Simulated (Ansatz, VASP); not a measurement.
Ta: VASP beside Ansatz

```
Ta
1.0
    -1.65940    1.65940    1.65940
     1.65940   -1.65940    1.65940
     1.65940    1.65940   -1.65940
Ta
1
Direct
  0.00000 0.00000 0.00000
```

Alike in both runs: functional PBE; k mesh 14 × 14 × 14; occupations fermi-dirac, width 0.05 eV; no spin polarisation.

Ansatz relaxed the structure, and its values are those at the end. VASP's run is a single point on that final structure, the one shown.

|  | VASP | Ansatz |
| --- | --- | --- |
| version | VASP 6.6.1 | Ansatz 0.2.0 |
| potentials or method | VASP PAW PBE potentials, release 64 (Ta_pv) | PAW with Ansatz's default frozen-core files, scalar-relativistic |
| plane-wave cutoff (eV) | 520 | 420 |
| valence electrons in the cell | 11 | 13 |

Ansatz gave:

| Property | Result |
| --- | --- |
| pressure (GPa) | 0.0 |

What did VASP give for the same quantities?

Pressure (GPa): 0.1.

The functional is the same, so the differences come from potentials, cutoffs and numerics. VASP's potentials hold 11 valence electrons a cell and Ansatz's 13, so a difference there can come from the potentials and not from the codes.

Spin-orbit coupling is off throughout.
